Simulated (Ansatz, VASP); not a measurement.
## Two plane-wave programs on O

```
CELL_PARAMETERS angstrom
2.85140 -1.66242 0.00000
2.85140 1.66242 0.00000
-2.39449 0.00000 3.64705
ATOMIC_POSITIONS crystal
O 0.02545 0.02545 0.15557
O 0.97455 0.97455 0.84443
```

Alike in both runs: task single point; functional PBE; k mesh 9 × 9 × 7; occupations fermi-dirac, width 0.05 eV; collinear spin.

|  | VASP | Ansatz |
| --- | --- | --- |
| version | VASP 6.6.1 | Ansatz 0.2.0 |
| potentials or method | VASP PAW PBE potentials, release 64 (O) | PAW with Ansatz's default frozen-core files, scalar-relativistic |
| plane-wave cutoff (eV) | 520 | 420 |
| valence electrons in the cell | 12 | 12 |

Ansatz gave:

| Item | Value |
| --- | --- |
| pressure (GPa) | 0.7 |
| traceless stress, the component that is largest in VASP (GPa) | -1.27 |
| rms of the force components (eV/Å) | 0.203 |
| net moment per atom (μB) | 1.00 |
| size of the moment on the site where the two differ most (μB) | 0.56 |

**Question.** Estimate VASP's values.

**Answer.** Pressure (GPa): 2.5; traceless stress, the component that is largest in VASP (GPa): 1.98; rms of the force components (eV/Å): 0.431; net moment per atom (μB): 1.00; size of the moment on the site where the two differ most (μB): 0.81.

Site moments also hang on the region over which each program counts them. Atom by atom the forces differ by 0.635 eV/Å (rms over components).

Noted on VASP's run: the standard files for N, O and F lose accuracy on very short bonds.
